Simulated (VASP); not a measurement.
# Ir (Fm-3m) in VASP: single point with PBEsol

Aim: the single point of Ir with PBEsol.

Everything below comes from runs of VASP 6.6.1. Logs are shortened: lines on timing, memory, paths and dates and some standing lists are left out, and cuts for length are marked.

## Step 1: The cell of the first run

It takes space group Fm-3m (No. 225, cubic). Conventional cell: a = 3.831 Å, b = 3.831 Å, c = 3.831 Å, α = 90.00°, β = 90.00°, γ = 90.00°. Within 3.6 Å of Ir (site symmetry m-3m) lie 12 Ir at 2.71 Å.

## Step 2: Single point, PBEsol

The input, INCAR:

```
PREC = Accurate
ENCUT = 560
EDIFF = 1E-6
ISMEAR = -1
SIGMA = 0.1
LREAL = False
LASPH = True
NELM = 120
ALGO = Normal
ISIF = 2
LWAVE = False
LCHARG = True
GGA = PS
LELF = True
LVHAR = True
NBANDS = 14
GGA_COMPAT = False
```

The input, KPOINTS:

```
Automatic mesh
0
Gamma
  20 20 20
```

The input, POSCAR:

```
Ir
1.0
    0.0000000000      1.9153996284      1.9153996284
    1.9153996284      0.0000000000      1.9153996284
    1.9153996284      1.9153996284      0.0000000000
Ir
1
Direct
    0.0000000000      0.0000000000      0.0000000000
```

Potentials or basis: VASP PAW PBE potentials, release 64 (Ir_sv_GW).

On the command line:

```
> cat potpaw_PBE.64/Ir_sv_GW/POTCAR > POTCAR
> mpirun -np 1 vasp_std > vasp.out
```

OUTCAR:

```text
PREC = Accurate
   ENCUT = 560
   EDIFF = 1E-6
   ISMEAR = -1
   LREAL = False
   LASPH = True
   NELM = 120
   ISIF = 2
   GGA = PS

 ion  position               nearest neighbor table
   1  0.000  0.000  0.000-

  LATTYP: Found a face centered cubic cell.
 ALAT       =     3.8307992568

  Lattice vectors:

 A1 = (   0.0000000000,   1.9153996284,   1.9153996284)
 A2 = (   1.9153996284,   0.0000000000,   1.9153996284)
 A3 = (   1.9153996284,   1.9153996284,   0.0000000000)

Analysis of symmetry for initial positions (statically):
=====================================================================
 Subroutine PRICEL returns:
 Original cell was already a primitive cell.

 Routine SETGRP: Setting up the symmetry group for a
 face centered cubic supercell.

 Subroutine GETGRP returns: Found 48 space group operations
 (whereof 48 operations were pure point group operations)
 out of a pool of 48 trial point group operations.

The static configuration has the point symmetry O_h .

Analysis of symmetry for dynamics (positions and initial velocities):
=====================================================================
 Subroutine PRICEL returns:
 Original cell was already a primitive cell.

 Routine SETGRP: Setting up the symmetry group for a
 face centered cubic supercell.

 Subroutine GETGRP returns: Found 48 space group operations
 (whereof 48 operations were pure point group operations)
 out of a pool of 48 trial point group operations.

The dynamic configuration has the point symmetry O_h .

 Subroutine INISYM returns: Found 48 space group operations
 (whereof 48 operations are pure point group operations),
 and found     1 'primitive' translations

----------------------------------------------------------------------------------------

                                     Primitive cell

  volume of cell :      14.0543

  direct lattice vectors                    reciprocal lattice vectors
     0.000000000  1.915399628  1.915399628    -0.261042131  0.261042131  0.261042131
     1.915399628  0.000000000  1.915399628     0.261042131 -0.261042131  0.261042131
     1.915399628  1.915399628  0.000000000     0.261042131  0.261042131 -0.261042131

  length of vectors
     2.708784132  2.708784132  2.708784132     0.452138233  0.452138233  0.452138233

  position of ions in fractional coordinates (direct lattice)
     0.000000000  0.000000000  0.000000000

  ion indices of the primitive-cell ions
   primitive index   ion index
                 1           1

----------------------------------------------------------------------------------------

 KPOINTS: Automatic mesh

Automatic generation of k-mesh.
 Grid dimensions read from file:
 generate k-points for:   20   20   20

 Generating k-lattice:

  Cartesian coordinates                     Fractional coordinates (reciprocal lattice)
    -0.013052107  0.013052107  0.013052107     0.050000000  0.000000000  0.000000000
     0.013052107 -0.013052107  0.013052107     0.000000000  0.050000000  0.000000000
     0.013052107  0.013052107 -0.013052107     0.000000000  0.000000000  0.050000000

  Length of vectors
     0.022606912  0.022606912  0.022606912

  Shift w.r.t. Gamma in fractional coordinates (k-lattice)
     0.000000000  0.000000000  0.000000000

 Subroutine IBZKPT returns following result:
 ===========================================

 Found    256 irreducible k-points:

 Following reciprocal coordinates:
            Coordinates               Weight
  0.000000  0.000000  0.000000      1.000000
  0.050000  0.000000  0.000000      8.000000
  0.100000  0.000000  0.000000      8.000000
  0.150000  0.000000  0.000000      8.000000
  0.200000  0.000000  0.000000      8.000000
  0.250000  0.000000  0.000000      8.000000
[... 16 lines left out ...]
 -0.400000  0.050000  0.000000     24.000000
 -0.350000  0.050000  0.000000     24.000000
 [... further k-points ...]
   k-points           NKPTS =    256   k-points in BZ     NKDIM =    256   number of bands    NBANDS=     14
   number of dos      NEDOS =    301   number of ions     NIONS =      1
   total plane-waves  NPLWV =  13824
   dimension x,y,z NGX =    24 NGY =   24 NGZ =   24
   dimension x,y,z NGXF=    48 NGYF=   48 NGZF=   48
   ions per type =               1
   NGX,Y,Z   is equivalent  to a cutoff of  14.73, 14.73, 14.73 a.u.
   NGXF,Y,Z  is equivalent  to a cutoff of  29.46, 29.46, 29.46 a.u.
 SYSTEM =  unknown system
   PREC   = accura    normal or accurate (medium, high low for compatibility)
   ISTART =      0    job   : 0-new  1-cont  2-samecut
   ICHARG =      2    charge: 1-file 2-atom 10-const
   ISPIN  =      1    spin polarized calculation?
   LNONCOLLINEAR =      F non collinear calculations
   LSORBIT =      F    spin-orbit coupling
   LASPH  =      T    aspherical Exc in radial PAW
   ENCUT  =  560.0 eV  41.16 Ry    6.42 a.u.   5.23  5.23  5.23*2*pi/ulx,y,z
   NELM   =    120;   NELMIN=  2; NELMDL= -5     # of ELM steps
   EDIFF  = 0.1E-05   stopping-criterion for ELM
   LREAL  =      F    real-space projection
   EDIFFG = 0.1E-04   stopping-criterion for IOM
   NSW    =      0    number of steps for IOM
   IBRION =     -1    ionic relax: 0-MD 1-quasi-New 2-CG
   NFREE  =      0    steps in history (QN), initial steepest desc. (CG)
   ISIF   =      2    stress and relaxation
   ISYM   =      2    0-nonsym 1-usesym 2-fastsym
   POTIM  = 0.5000    time-step for ionic-motion
   TEBEG  =    0.0;   TEEND  =   0.0 temperature during run
   PSTRESS=    0.0 pullay stress
   NELECT =      17.0000    total number of electrons
   NUPDOWN=      -1.0000    fix difference up-down
   EMIN   =  10.00;   EMAX   =-10.00  energy-range for DOS
   EFERMI =   0.00;   METHOD = LEGACY
   ISMEAR =    -1;   SIGMA  =   0.10  broadening in eV -4-tet -1-fermi 0-gaus
   EFERMI_NEDOS =   21; number of points for ismear=-14 and -15
   IALGO  =     38    algorithm
   IMIX   =      4    mixing-type and parameters
     AMIX     =   0.40;   BMIX     =  1.00
     AMIX_MAG =   1.60;   BMIX_MAG =  1.00
  volume/ion in A,a.u.               =      14.05        94.84
  Fermi-wavevector in a.u.,A,eV,Ry     =   1.744302  3.296253 41.396955  3.042590
  Thomas-Fermi vector in A             =   2.816208
   LORBIT       =      0    0 simple, 1 ext, 2 COOP (PROOUT), +10 PAW based schemes
   GGA     = PS    functional components
   LHFCALC =     F    Hartree Fock is set to
   AEXX    =    0.0000 exact exchange contribution
   IVDW    =     0    specifies the selected vdW correction
   LEPSILON=     F    determine dielectric tensor
   LRPA    =     F    only Hartree local field effects (RPA)
 non-spin polarized calculation
  energy-cutoff  :      560.00
  volume of cell :       14.05
 maximum number of plane-waves:       444
 NGX is ok and might be reduce to    24
   NGX = 11   NGY = 11   NGZ = 11

 number of electron      17.0000000 magnetization

 Free energy of the ion-electron system (eV)
  ---------------------------------------------------
  ext. energy  EPLUGINS =         0.00000000
  ---------------------------------------------------
  free energy    TOTEN  =       -10.41559746 eV

  energy without entropy =      -10.38878487  energy(sigma->0) =      -10.40219117

 E-fermi :  12.8261     XC(G=0): -14.7487

 val. band max:       12.8249128038   @ k =   0.3000   0.2000   0.0000
 cond. band min:      12.8302240711   @ k =  -0.4000   0.4500   0.0500
 fundamental gap:      0.0053112673
 Fermi energy:        12.8260817125

 k-point     1 :       0.0000    0.0000    0.0000
  band No.  band energies     occupation
      1     -80.1837      2.00000
      2     -36.5592      2.00000
      3     -36.5592      2.00000
      4     -36.5592      2.00000
      5       1.6200      2.00000
      6       8.9278      2.00000
      7       8.9278      2.00000
      8       8.9278      2.00000
      9      11.6674      1.99998
     10      11.6674      1.99998
     11      26.4328      0.00000
     12      31.9724      0.00000
     13      31.9724      0.00000
     14      31.9724      0.00000

 k-point     2 :       0.0500    0.0000    0.0000
  band No.  band energies     occupation
      1     -80.1820      2.00000
      2     -36.5797      2.00000
      3     -36.5620      2.00000
      4     -36.5620      2.00000
      5       1.7332      2.00000
      6       8.8657      2.00000
      7       8.9770      2.00000
      8       8.9770      2.00000
      9      11.6340      1.99999
     10      11.6340      1.99999
     11      26.6316      0.00000
     12      31.4352      0.00000
     13      32.1629      0.00000
     14      32.1629      0.00000

 k-point     3 :       0.1000    0.0000    0.0000
  band No.  band energies     occupation
      1     -80.1779      2.00000
      2     -36.6400      2.00000
      3     -36.5704      2.00000
      4     -36.5704      2.00000
      5       2.0631      2.00000
      6       8.7013      2.00000
      7       9.1097      2.00000
      8       9.1097      2.00000
      9      11.5554      1.99999
     10      11.5554      1.99999
     11      27.1887      0.00000
     12      30.2804      0.00000
     13      32.7217      0.00000
     14      32.7217      0.00000

 k-point     4 :       0.1500    0.0000    0.0000
  band No.  band energies     occupation
      1     -80.1701      2.00000
      2     -36.7312      2.00000
      3     -36.5829      2.00000
      4     -36.5829      2.00000
      5       2.5780      2.00000
      6       8.4972      2.00000
      7       9.2761      2.00000
      8       9.2761      2.00000
      9      11.4976      2.00000
     10      11.4976      2.00000
     11      27.9379      0.00000
     12      29.0371      0.00000
     13      33.6136      0.00000
     14      33.6136      0.00000

 k-point     5 :       0.2000    0.0000    0.0000
  band No.  band energies     occupation
      1     -80.1607      2.00000
      2     -36.8452      2.00000
      3     -36.5990      2.00000
      4     -36.5990      2.00000
      5       3.2124      2.00000
      6       8.3514      2.00000
      7       9.3886      2.00000
      8       9.3886      2.00000
      9      11.5651      1.99999
     10      11.5651      1.99999
     11      27.5476      0.00000
[... 276 lines left out ...]
 k-point    22 :      -0.4500    0.0500    0.0000
  band No.  band energies     occupation
      1     -80.1167      2.00000
      2     -37.3510      2.00000
      3     -36.6885      2.00000
      4     -36.6731      2.00000
      5       4.7609      2.00000
      6       8.7578      2.00000
      7       8.9124      2.00000
      8      11.4417      2.00000
      9      13.6228      0.00069
     10      14.2891      0.00000
     11      20.3806      0.00000
     12      26.3527      0.00000
     13      31.7599      0.00000
     14      32.2576      0.00000

 k-point    23 :      -0.4000    0.0500    0.0000
  band No.  band energies     occupation
      1     -80.1206      2.00000
      2     -37.3084      2.00000
      3     -36.6854      2.00000
      4     -36.6637      2.00000
      5       4.7655      2.00000
      6       8.8490      2.00000
      7       8.9786      2.00000
      8      10.7206      2.00000
      9      13.2270      0.03564
     10      13.9708      0.00002
     11      21.5126      0.00000
     12      26.7015      0.00000
     13      32.1493      0.00000
     14      33.1630      0.00000

 k-point    24 :      -0.3500    0.0500    0.0000
  band No.  band energies     occupation
      1     -80.1270      2.00000
      2     -37.2330      2.00000
      3     -36.6765      2.00000
      4     -36.6495      2.00000
      5       4.7248      2.00000
      6       8.9918      2.00000
      7       9.1036      2.00000
      8       9.7473      2.00000
      9      12.6899      1.59221
     10      13.4888      0.00264
     11      23.0518      0.00000
     12      27.3727      0.00000
     13      32.9968      0.00000
     14      34.5408      0.00000

 [... further k-points ...]

------------------------ aborting loop because EDIFF is reached ----------------------------------------

  FORCE on cell =-STRESS in cart. coord.  units (eV):
  Direction    XX          YY          ZZ          XY          YZ          ZX
  --------------------------------------------------------------------------------------
  -------------------------------------------------------------------------------------
  Total       -0.1671443     -0.1671443     -0.1671443      0.0000000      0.0000000     -0.0000000
  in kB      -19.0543460    -19.0543460    -19.0543460      0.0000000      0.0000000     -0.0000000
  external PRESSURE =     -19.0543460 kB  Pullay stress =       0.0000000 kB

 VOLUME and BASIS-vectors are now :
 -----------------------------------------------------------------------------
  energy-cutoff  :      560.00
  volume of cell :       14.05
      direct lattice vectors                 reciprocal lattice vectors
     0.000000000  1.915399628  1.915399628    -0.261042131  0.261042131  0.261042131
     1.915399628  0.000000000  1.915399628     0.261042131 -0.261042131  0.261042131
     1.915399628  1.915399628  0.000000000     0.261042131  0.261042131 -0.261042131

 POSITION                                       TOTAL-FORCE (eV/Angst)
 -----------------------------------------------------------------------------------
      0.00000      0.00000      0.00000         0.000000      0.000000     -0.000000
 -----------------------------------------------------------------------------------
    total drift:                                0.000000     -0.000000     -0.000000

  FREE ENERGIE OF THE ION-ELECTRON SYSTEM (eV)
  ---------------------------------------------------
  free  energy   TOTEN  =       -10.4155974600 eV

  energy  without entropy=      -10.3887848713  energy(sigma->0) =      -10.40219117
```

Wall time 18 s (1 thread of Intel Xeon 6975P-C (Granite Rapids), shared host); peak memory 0.19 GiB.

Results:

- Free energy: -10.4156 eV
- Pressure: -1.9 GPa
- Band gap on the k mesh: zero (an odd number of electrons rules out a gap without spin polarisation)

Caveat: the PAW data sets were made with another functional, which shifts forces and pressure a little; spin-orbit coupling is left out, which moves the levels of the heavy elements.
